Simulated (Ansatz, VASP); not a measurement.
## Co: VASP beside Ansatz

```
Co
1.0
     2.43267    0.00000    0.00000
    -1.21633    2.10675    0.00000
     0.00000    0.00000    2.31889
Co
1
Direct
  0.00000 0.00000 0.00000
```

Alike in both runs: functional r2SCAN; k mesh 27 × 27 × 24; occupations gaussian, width 0.1 eV; collinear spin.

Ansatz relaxed the structure, and its values are those at the end. VASP's run is a single point on that final structure, the one shown.

|  | VASP | Ansatz |
| --- | --- | --- |
| version | VASP 6.6.1 | Ansatz 0.2.0 |
| potentials or method | VASP PAW PBE potentials, release 64 (Co), cutoff 520 eV | scalar-relativistic, plane waves, PAW |
| valence electrons in the cell | 9 | 17 |

|  | VASP | Ansatz | Ansatz less VASP |
| --- | --- | --- | --- |
| gap on the k mesh at the Fermi level (eV) | none | none | - |
| pressure (GPa) | -0.3 | 0.0 | +0.31 |
| net moment per atom (μB) | 1.95 | 1.97 | +0.016 |
| size of the moment on the site where the two differ most (μB) | 2.00 | 2.03 | +0.038 |

VASP's potentials were made for PBE, not for r2SCAN. Site moments also hang on the region over which each program counts them. A gap of «none» marks a metal or a gap that the smearing closes. With one functional, cell and mesh, what is left measures potentials, basis and numerics. VASP's potentials hold 9 valence electrons a cell and Ansatz's 17, so a difference there can come from the potentials and not from the codes.
